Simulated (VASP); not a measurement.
Mo, 3 atoms in the cell. The cell holds a slab with vacuum, 3 atoms: a = 2.710 Å, b = 2.710 Å, c = 20.426 Å, α = 90.00°, β = 90.00°, γ = 109.47°. 

- Program: VASP 6.6.1
- Task: single point
- Functional: PBEsol
- Potentials or basis: VASP PAW PBE potentials, release 64 (Mo_sv)
- Cutoff: 520 eV
- k mesh: 13 × 13 × 1
- Occupations: fermi-dirac, width 0.05 eV
- Spin: no spin polarisation
- Dipole correction: yes
- Further INCAR settings: ALGO = Normal; EDIFF = 1e-06; NBANDS = 28

Potentials or basis: VASP PAW PBE potentials, release 64 (Mo_sv).

Command:

```sh
$ cat potpaw_PBE.64/Mo_sv/POTCAR > POTCAR
$ mpirun -np 1 vasp_std > vasp.out
```

Hardware: 1 thread of Intel(R) Xeon(R) 6975P-C (Granite Rapids) (shared host).

Q: How long does it take, and how much memory?

A: It took 100 s on 1 thread of Intel(R) Xeon(R) 6975P-C (Granite Rapids), on a shared host, peak memory 0.31 GiB. Counts: scf iterations 23, k points 49.
